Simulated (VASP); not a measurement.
Write the native input for VASP 6.6.1 that does the following.

```yaml
Task: single point
Functional: PBE
Potentials_or_basis: VASP PAW PBE potentials, release 64 (Te, Sn_d)
Cutoff: 520 eV
k_mesh: 7 × 7 × 7
Occupations: fermi-dirac, width 0.05 eV
Spin: no spin polarisation
Dipole_correction: no
Further_INCAR_settings: ALGO = Normal; EDIFF = 1e-07; NBANDS = 17
```

The structure of SnTe lies in POSCAR:

```
SnTe
1.0
    0.0000000000      3.0988168653      3.0988168653
    3.0988168653      0.0000000000      3.0988168653
    3.0988168653      3.0988168653      0.0000000000
Te Sn
1 1
Direct
    0.5000000000      0.5000000000      0.5000000000
    0.0000000000      0.0000000000      0.0000000000
```

The input as run:

INCAR

```
PREC = Accurate
ENCUT = 520
EDIFF = 1E-7
ISMEAR = -1
SIGMA = 0.05
LREAL = F
LASPH = T
NELM = 80
ALGO = Normal
ISIF = 2
LWAVE = F
LCHARG = F
GGA = PE
NBANDS = 17
```

KPOINTS

```
regular mesh
0
Gamma
  7 7 7
```

Potentials or basis: VASP PAW PBE potentials, release 64 (Te, Sn_d).

Run with:

```sh
$ cat potpaw_PBE.64/Te/POTCAR potpaw_PBE.64/Sn_d/POTCAR > POTCAR
$ mpirun -np 1 vasp_std > vasp.out
```

Results of the run:

The pressure is 5.0 GPa.

Run time: 52 s on 1 thread of Intel Xeon 8259CL, with other jobs on the host, peak memory 0.21 GiB.
